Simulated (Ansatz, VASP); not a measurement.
## Al3BSb2: VASP beside Ansatz

```
Al B Sb
1.0
     6.09045   -3.27242    0.00000
     6.09045    3.27242    0.00000
     0.00000    0.00000    7.05552
Al B Sb
6 2 4
Cartesian
  7.7631 -1.3920 4.2372
  4.4178 -1.3920 4.2372
  6.0904 2.5882 4.8751
  7.7631 1.3920 0.7095
  4.4178 1.3920 0.7095
  6.0904 -2.5882 1.3473
  6.0904 -2.3804 3.4090
  6.0904 2.3804 6.9368
  7.9956 -1.2122 -0.1243
  4.1853 -1.2122 -0.1243
  4.1853 1.2122 3.4034
  7.9956 1.2122 3.4034
```

Alike in both runs: functional PBE; k mesh 6 × 6 × 6; occupations gaussian, width 0.1 eV; no spin polarisation.

Ansatz relaxed the structure, and its values are those at the end. VASP's run is a single point on that final structure, the one shown.

```csv
,VASP,Ansatz
version,VASP 6.6.1,Ansatz 0.2.0
potentials or method,"VASP PAW PBE potentials, release 64 (Al, B, Sb), cutoff 520 eV","scalar-relativistic, plane waves, PAW"
valence electrons in the cell,44,84
```

```tsv
	VASP	Ansatz	Ansatz less VASP
gap on the k mesh at the Fermi level (eV)	none	none	-
pressure (GPa)	0.1	0.0	-0.09
rms of the force components (eV/Å)	0.008	0.001	-0.0074
```

A gap of «none» marks a metal or a gap that the smearing closes. With one functional, cell and mesh, what is left measures potentials, basis and numerics. VASP's potentials hold 44 valence electrons a cell and Ansatz's 84, so a difference there can come from the potentials and not from the codes.

Neither program's run includes spin-orbit coupling.
